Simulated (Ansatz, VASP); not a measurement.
AlNi in VASP and in Ansatz

The input INCAR:

```
PREC = Accurate
ENCUT = 520
EDIFF = 1E-6
ISMEAR = 0
SIGMA = 0.15
LREAL = False
LASPH = True
NELM = 80
ALGO = Fast
ISIF = 2
LWAVE = False
LCHARG = True
GGA = PE
LELF = True
LVHAR = True
NBANDS = 14
```

KPOINTS

```
regular mesh
0
Gamma
  16 16 16
```

POSCAR

```
AlNi
1.0
    2.0766483773     -2.0766140125      0.0000000000
    2.0766483773      2.0766140125      0.0000000000
    0.0000000000      0.0000000000      2.6684000000
Al Ni
1 1
Direct
    0.0000000000      0.0000000000      0.0000000000
    0.5000000000      0.5000000000      0.5000000000
```

Input for Ansatz:

```yaml
crystal:
  lattice:
    - [2.0766483773, -2.0766140125, 0.0]
    - [2.0766483773, 2.0766140125, 0.0]
    - [0.0, 0.0, 2.6684]
  atoms:
    - { symbol: Al, position: [0.0, 0.0, 0.0] }
    - { symbol: Ni, position: [0.5, 0.5, 0.5] }
basis:
  ecutwfc: 520.0
kpoints:
  mp_grid: { grid: [16, 16, 16] }
hamiltonian:
  xc: pbe
  pseudopotentials: { kind: paw, azcp: { folder: soft_1 } }
scf:
  occupations: { method: gaussian, width: 0.15 }
output:
  forces: true
  stress: true
  eigenvalues: true
```

Alike in both runs: task single point; functional PBE; k mesh 16 × 16 × 16; occupations gaussian, width 0.15 eV; no spin polarisation.

|  | VASP | Ansatz |
| --- | --- | --- |
| version | VASP 6.6.1 | Ansatz 0.2.0 |
| potentials or method | VASP PAW PBE potentials, release 64 (Al, Ni), cutoff 520 eV | scalar-relativistic, plane waves, PAW |
| valence electrons in the cell | 13 | 21 |

```csv
,VASP,Ansatz,Ansatz less VASP
gap on the k mesh at the Fermi level (eV),none,none,-
pressure (GPa),9.7,9.7,-0.02
"traceless stress, the component that is largest in VASP (GPa)",7.45,7.34,-0.111
```

A gap of «none» marks a metal or a gap that the smearing closes. VASP's potentials hold 13 valence electrons a cell and Ansatz's 21, so a difference there can come from the potentials and not from the codes. Ansatz's warnings: near symmetry operations not taken.
